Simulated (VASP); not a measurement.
A run of VASP 6.6.1:

File INCAR:

```
SYSTEM = KBr
PREC = Accurate
ENCUT = 500
EDIFF = 1E-6
ISMEAR = 0
SIGMA = 0.05
LREAL = .FALSE.
LASPH = .TRUE.
NELM = 200
ALGO = Normal
ISIF = 2
LWAVE = .FALSE.
LCHARG = .TRUE.
ISPIN = 2
MAGMOM = 2 -4
LORBIT = 11
GGA = PE
LELF = .TRUE.
LVHAR = .TRUE.
NBANDS = 19
GGA_COMPAT = .FALSE.
```

KPOINTS

```
regular mesh
0
G
  6 6 6
  0 0 0
```

File POSCAR:

```
KBr
1.0
    4.0434990000      0.0000000000      0.0000000000
    0.0000000000      4.0434990000      0.0000000000
    0.0000000000      0.0000000000      4.0434990000
K Br
1 1
Direct
   -0.0463707299      0.0000000000      0.0000000000
    0.5000000000      0.5000000000      0.5000000000
```

Potentials or basis: VASP PAW PBE potentials, release 64 (K_sv, Br).

Command:

```bash
$ cat potpaw_PBE.64/K_sv/POTCAR potpaw_PBE.64/Br/POTCAR > POTCAR
$ mpirun -np 1 vasp_std > vasp.out
```

Hardware: 1 thread of AMD EPYC 7R43 64-Core Processor (Zen 3), with other jobs on the host.

Question: Estimate the wall time of this run.

Answer: Wall time 2 min on 1 thread of AMD EPYC 7R43 64-Core Processor (Zen 3), on a shared host, peak memory 0.19 GiB. Counts: scf iterations 15, k points 40.
